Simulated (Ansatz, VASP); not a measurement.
KF in VASP and in Ansatz

```
CELL_PARAMETERS angstrom
-0.02809 2.62168 2.62168
2.62168 -0.02809 2.62168
2.62168 2.62168 -0.02809
ATOMIC_POSITIONS crystal
K 0.00000 0.00000 0.00000
F 0.50000 0.50000 0.50000
```

Alike in both runs: task single point; functional LDA; k mesh 8 × 8 × 8; occupations gaussian, width 0.05 eV; no spin polarisation.

|  | VASP | Ansatz |
| --- | --- | --- |
| version | VASP 6.6.1 | Ansatz 0.2.0 |
| potentials or method | VASP PAW LDA potentials, release 64 (K_sv, F), cutoff 520 eV | scalar-relativistic, plane waves, PAW |
| valence electrons in the cell | 16 | 16 |

VASP gave:

* gap on the k mesh at the Fermi level (eV): 5.99
* least direct gap on the mesh (eV): 5.99
* pressure (GPa): -2.2
* traceless stress, the component that is largest in VASP (GPa): 0.15

**Question.** What did Ansatz give for the same quantities?

**Answer.** gap on the k mesh at the Fermi level (eV): 6.01; least direct gap on the mesh (eV): 6.01; pressure (GPa): -2.3; traceless stress, the component that is largest in VASP (GPa): 0.15.

LDA's correlation is that of Perdew and Zunger in VASP and of Perdew and Wang (1992) in Ansatz.
